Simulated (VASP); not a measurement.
# AlN (P6_3mc) in VASP: vibrations by perturbation theory with PBE

Aim: the vibrations by perturbation theory of AlN with PBE.

Everything below comes from runs of VASP 6.6.1. Logs are shortened: lines on timing, memory, paths and dates and some standing lists are left out, and cuts for length are marked.

## 1. The cell of the first run

It takes space group P6_3mc (No. 186, hexagonal). The conventional cell has a = 3.130 Å, b = 3.130 Å, c = 5.018 Å, α = 90.00°, β = 90.00°, γ = 120.00°. Within 2.5 Å of Al (site symmetry 3m) lie 4 N at 1.90 to 1.91 Å. Within 2.5 Å of N (site symmetry 3m) lie 4 Al at 1.90 to 1.91 Å.

## 2. Vibrations by perturbation theory, PBE

Contents of INCAR:

```
  PREC = Accurate
  ENCUT = 520
  EDIFF = 1E-8
  ISMEAR = 0
  SIGMA = 0.01
  LREAL = F
  LASPH = T
  NELM = 100
  ALGO = Normal
  ISIF = 2
  LWAVE = F
  LCHARG = F
  GGA = PE
  IBRION = 8
  NSW = 1
  LEPSILON = T
```

Contents of KPOINTS:

```
Automatic mesh
0
Gamma
  12 12 6
```

Contents of POSCAR:

```
AlN
1.0
    3.1302084199      0.0000000000      0.0000000000
   -1.5651042100      2.7108400108      0.0000000000
    0.0000000000      0.0000000000      5.0180433219
Al N
2 2
Direct
    0.6666666667      0.3333333333      0.4992342259
    0.3333333333      0.6666666667      0.9992342259
    0.6666666667      0.3333333333      0.8807657741
    0.3333333333      0.6666666667      0.3807657741
```

Potentials or basis: VASP PAW PBE potentials, release 64 (Al, N).

On the command line:

```bash
$ cat potpaw_PBE.64/Al/POTCAR potpaw_PBE.64/N/POTCAR > POTCAR
$ mpirun -np 1 vasp_std > vasp.out
```

OUTCAR:

```text
PREC = Accurate
   ENCUT = 520
   EDIFF = 1E-8
   ISMEAR = 0
   LREAL = F
   LASPH = T
   NELM = 100
   ISIF = 2
   GGA = PE
   IBRION = 8
   NSW = 1
   LEPSILON = T

 ion  position               nearest neighbor table
   1  0.667  0.333  0.499-   4 1.90   4 1.90   4 1.90   3 1.91   2 3.09   2 3.09   2 3.09   2 3.09
                             2 3.09   2 3.09
   2  0.333  0.667  0.999-   3 1.90   3 1.90   3 1.90   4 1.91   1 3.09   1 3.09   1 3.09   1 3.09
                             1 3.09   1 3.09
   3  0.667  0.333  0.881-   2 1.90   2 1.90   2 1.90   1 1.91
   4  0.333  0.667  0.381-   1 1.90   1 1.90   1 1.90   2 1.91

  LATTYP: Found a hexagonal cell.
 ALAT       =     3.1302084199
 C/A-ratio  =     1.6031019820

  Lattice vectors:

 A1 = (   3.1302084199,   0.0000000000,   0.0000000000)
 A2 = (  -1.5651042100,   2.7108400108,   0.0000000000)
 A3 = (   0.0000000000,   0.0000000000,   5.0180433219)

Analysis of symmetry for initial positions (statically):
=====================================================================
 Subroutine PRICEL returns:
 Original cell was already a primitive cell.

 Routine SETGRP: Setting up the symmetry group for a
 hexagonal supercell.

 Subroutine GETGRP returns: Found 12 space group operations
 (whereof  6 operations were pure point group operations)
 out of a pool of 24 trial point group operations.

The static configuration has the point symmetry C_3v.
 The point group associated with its full space group is C_6v.

Analysis of symmetry for dynamics (positions and initial velocities):
=====================================================================
 Subroutine PRICEL returns:
 Original cell was already a primitive cell.

 Routine SETGRP: Setting up the symmetry group for a
 hexagonal supercell.

 Subroutine GETGRP returns: Found 12 space group operations
 (whereof  6 operations were pure point group operations)
 out of a pool of 24 trial point group operations.

The dynamic configuration has the point symmetry C_3v.
 The point group associated with its full space group is C_6v.

 Subroutine INISYM returns: Found 12 space group operations
 (whereof  6 operations are pure point group operations),
 and found     1 'primitive' translations

----------------------------------------------------------------------------------------

                                     Primitive cell

  volume of cell :      42.5806

  direct lattice vectors                    reciprocal lattice vectors
     3.130208420  0.000000000  0.000000000     0.319467545  0.184444673  0.000000000
    -1.565104210  2.710840011  0.000000000     0.000000000  0.368889346  0.000000000
     0.000000000  0.000000000  5.018043322     0.000000000  0.000000000  0.199280862

  length of vectors
     3.130208420  3.130208420  5.018043322     0.368889346  0.368889346  0.199280862

  position of ions in fractional coordinates (direct lattice)
     0.666666667  0.333333333  0.499234226
[... 558 lines left out ...]
     0.26988 -0.00000  0.00000
    -0.00000  0.26988  0.00000
    -0.00000 -0.00000 -0.42208

[... ionic steps 4 to 9 ...]

--------------------------------------- Ionic step       10  -------------------------------------------

------------------------ aborting loop because EDIFF is reached ----------------------------------------

[... ionic steps 11 to 11 ...]

--------------------------------------- Ionic step       12  -------------------------------------------

 Free energy of the ion-electron system (eV)
  ---------------------------------------------------
  ---------------------------------------------------
  free energy    TOTEN  =        -0.25352066 eV

  energy without entropy =       -0.25352066

------------------------ aborting loop because EDIFF is reached ----------------------------------------

 INTERNAL STRAIN TENSOR  FOR ION    3  DIRECTION 3   (eV/Angst):
 -----------------------------------------------------------------------------
     5.02929 -0.00000 -0.00000
    -0.00000  5.02929 -0.00000
     0.00000  0.00000-11.13379

 MACROSCOPIC STATIC DIELECTRIC TENSOR (including local field effects in DFT)
 ------------------------------------------------------
           4.471098    -0.000000     0.000000
          -0.000000     4.471098    -0.000000
           0.000000    -0.000000     4.693605
 ------------------------------------------------------

 PIEZOELECTRIC TENSOR (including local field effects)  for field in x, y, z        (e  Angst)
          XX          YY          ZZ          XY          YZ          ZX
  --------------------------------------------------------------------------------
  x    -0.00000    -0.00000     0.00000     0.00000    -0.00000     0.90451
  y    -0.00000    -0.00000    -0.00000    -0.00000     0.90451    -0.00000
  z     0.71726     0.71726    -1.12174    -0.00000     0.00000     0.00000

 PIEZOELECTRIC TENSOR (including local field effects)  for field in x, y, z        (C/m^2)
          XX          YY          ZZ          XY          YZ          ZX
  --------------------------------------------------------------------------------
  x    -0.00000    -0.00000     0.00000     0.00000    -0.00000     0.34034
  y    -0.00000    -0.00000    -0.00000    -0.00000     0.34034    -0.00000
  z     0.26988     0.26988    -0.42208    -0.00000     0.00000     0.00000

 BORN EFFECTIVE CHARGES (including local field effects) (in |e|, cummulative output)
 ---------------------------------------------------------------------------------
 ion    1
    1     2.51608    -0.00000     0.00000
    2    -0.00000     2.51608     0.00000
    3    -0.00000     0.00000     2.67606
 ion    2
    1     2.51608    -0.00000     0.00000
    2    -0.00000     2.51608    -0.00000
    3    -0.00000    -0.00000     2.67606
 ion    3
    1    -2.51608     0.00000     0.00000
    2     0.00000    -2.51608     0.00000
    3     0.00000     0.00000    -2.67606
 ion    4
    1    -2.51608     0.00000     0.00000
    2     0.00000    -2.51608     0.00000
    3    -0.00000     0.00000    -2.67606

 INTERNAL STRAIN TENSOR FOR ION    4 for displacements in x,y,z  (eV/Angst):
          X           Y           Z          XY          YZ          ZX
  --------------------------------------------------------------------------------
  x     0.00000    -0.00000     0.00000    -9.75813    -0.00000     4.77653
  y    -9.75813     9.75813    -0.00000    -0.00000     4.89102    -0.00000
  z     5.02929     5.02929   -11.13379    -0.00000    -0.00000    -0.00000

 SECOND DERIVATIVES (NOT SYMMETRIZED)
 ------------------------------------
               1X          1Y          1Z          2X          2Y          2Z          3X          3Y          3Z          4X          4Y          4Z
  1X   -14.912539    0.000000    0.000000    0.642929   -0.000000    0.000000    1.490442   -0.000000   -0.000000   12.779169   -0.000000    0.000000
  1Y     0.000000  -14.912539    0.000000   -0.000000    0.642929    0.000000   -0.000000    1.490442    0.000000   -0.000000   12.779169    0.000000
  1Z    -0.000000    0.000000  -20.214159    0.000000   -0.000000    8.230596    0.000000   -0.000000    5.910830    0.000000    0.000000    6.072734
  2X     0.642929   -0.000000   -0.000000  -14.912539    0.000000    0.000000   12.779169   -0.000000   -0.000000    1.490442   -0.000000    0.000000
  2Y    -0.000000    0.642929    0.000000    0.000000  -14.912539   -0.000000   -0.000000   12.779169   -0.000000   -0.000000    1.490442    0.000000
  2Z     0.000000    0.000000    8.230596    0.000000   -0.000000  -20.214159    0.000000   -0.000000    6.072734    0.000000    0.000000    5.910830
  3X     1.490070   -0.000000    0.000000   12.779253   -0.000000    0.000000  -14.969575    0.000000    0.000000    0.700252   -0.000000    0.000000
  3Y    -0.000000    1.490070    0.000000   -0.000000   12.779253    0.000000    0.000000  -14.969575    0.000000   -0.000000    0.700252    0.000000
  3Z     0.000000    0.000000    5.882544    0.000000    0.000000    6.094651   -0.000000    0.000000  -18.851950   -0.000000    0.000000    6.874755
  4X    12.779253   -0.000000   -0.000000    1.490070   -0.000000    0.000000    0.700252   -0.000000   -0.000000  -14.969575    0.000000    0.000000
  4Y    -0.000000   12.779253   -0.000000   -0.000000    1.490070    0.000000   -0.000000    0.700252   -0.000000    0.000000  -14.969575    0.000000
  4Z    -0.000000    0.000000    6.094651   -0.000000   -0.000000    5.882544    0.000000   -0.000000    6.874755    0.000000    0.000000  -18.851950

 Eigenvectors and eigenvalues of the dynamical matrix
 ----------------------------------------------------

   1 f  =   21.192259 THz   133.154888 2PiTHz  706.897655 cm-1    87.644100 meV
             X         Y         Z           dx          dy          dz
      1.565104  0.903613  2.505179    -0.000000    0.000000   -0.008684
     -0.000000  1.807227  5.014201    -0.000000    0.000000    0.008684
      1.565104  0.903613  4.419721     0.000000   -0.000000   -0.707053
     -0.000000  1.807227  1.910699     0.000000   -0.000000    0.707053
[... 71 lines left out ...]
  12 f/i=    0.002247 THz     0.014115 2PiTHz    0.074936 cm-1     0.009291 meV
             X         Y         Z           dx          dy          dz
      1.565104  0.903613  2.505179    -0.000000   -0.000000    0.573691
     -0.000000  1.807227  5.014201    -0.000000   -0.000000    0.573691
      1.565104  0.903613  4.419721    -0.000000   -0.000000    0.413375
     -0.000000  1.807227  1.910699    -0.000000   -0.000000    0.413375

--------------------------------------------------------------------------------------------------------

 MACROSCOPIC STATIC DIELECTRIC TENSOR IONIC CONTRIBUTION
 ------------------------------------------------------
           3.770728    -0.000000    -0.000000
          -0.000000     3.770728    -0.000000
          -0.000000    -0.000000     5.080485
 ------------------------------------------------------

 ELASTIC MODULI CONTR FROM IONIC RELAXATION (kBar)
 Direction    XX          YY          ZZ          XY          YZ          ZX
 --------------------------------------------------------------------------------
 XX        -621.3984    302.7105    352.7253      0.0000     -0.0000      0.0000
 YY         302.7105   -621.3984    352.7253      0.0000      0.0000     -0.0000
 ZZ         352.7253    352.7253   -780.7963     -0.0000     -0.0000     -0.0000
 XY           0.0000      0.0000     -0.0000   -462.0545      0.0000     -0.0000
 YZ          -0.0000      0.0000     -0.0000      0.0000   -113.7463      0.0000
 ZX           0.0000     -0.0000     -0.0000      0.0000      0.0000   -118.6510
 --------------------------------------------------------------------------------

 PIEZOELECTRIC TENSOR IONIC CONTR  for field in x, y, z        (C/m^2)
          XX          YY          ZZ          XY          YZ          ZX
  --------------------------------------------------------------------------------
  x     0.00000    -0.00000    -0.00000    -0.00000     0.00000    -0.62939
  y     0.00000    -0.00000    -0.00000     0.00000    -0.61625     0.00000
  z    -0.84663    -0.84663     1.87410     0.00000     0.00000     0.00000
```

Run time: 10 min. Hardware: 1 thread of Intel Xeon 6975P-C, shared host; peak memory 0.58 GiB.

What came out:

```yaml
Electronic_dielectric_tensor_diagonal: 4.47, 4.47, 4.69
Born_charges_mean_of_the_diagonal: Al +2.57; N -2.57 e
Highest_phonon_frequency_at_Γ_LO-TO_splitting_left_out: 707 cm⁻¹
```

Phonon frequencies in cm⁻¹ (negative: imaginary):
| q point | frequencies |
| --- | --- |
| (0.000, 0.000, 0.000) | 0 0 0 237 237 535 594 636 636 649 649 707 |

Electronic dielectric tensor:
```
4.47 0.00 0.00
0.00 4.47 0.00
0.00 0.00 4.69
```

Born effective charge tensors (e):
atom 1, Al
```
2.52 0.00 0.00
0.00 2.52 0.00
0.00 0.00 2.68
```
atom 2, Al
```
2.52 0.00 0.00
0.00 2.52 0.00
0.00 0.00 2.68
```
atom 3, N
```
-2.52  0.00  0.00
 0.00 -2.52  0.00
 0.00  0.00 -2.68
```
atom 4, N
```
-2.52  0.00  0.00
 0.00 -2.52  0.00
 0.00  0.00 -2.68
```
